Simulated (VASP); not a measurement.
Runs of VASP 6.6.1 on MgS. It takes space group F-43m (No. 216, cubic). The conventional cell has a = 5.662 Å, b = 5.662 Å, c = 5.662 Å, α = 90.00°, β = 90.00°, γ = 90.00°. Mg (site symmetry -43m) has 4 S at 2.45 Å within 3.2 Å. S (site symmetry -43m) has 4 Mg at 2.45 Å within 3.2 Å. 

```csv
task,level,k mesh,grid for exact exchange (PRECFOCK),share of exact exchange,gap on the mesh (eV),pressure (GPa)
single point,PBE0,6 × 6 × 6,Normal,0.25,(b),-0.2
dielectric tensor,r2SCAN,6 × 6 × 6,-,-,4.13,-
single point,PBE,4 × 4 × 4,-,-,3.45,(c)
single point,r2SCANh,6 × 6 × 6,Normal,0.1,4.71,-0.5
single point,HF,6 × 6 × 6,Normal,1,(a),2.1
```

Alike in all rows: potentials or basis VASP PAW PBE potentials, release 64 (Mg, S); no spin polarisation; cell as given; cutoff (eV) 520; smearing gaussian 0.01 eV.

Question: Estimate the missing entries.

Answer: (a) 11.00; (b) 5.21; (c) 1.0.

Caveats: some runs use coarse meshes; the PAW data sets were made with another functional, which shifts forces and pressure a little (at least some runs).

A k mesh can miss the band edges.
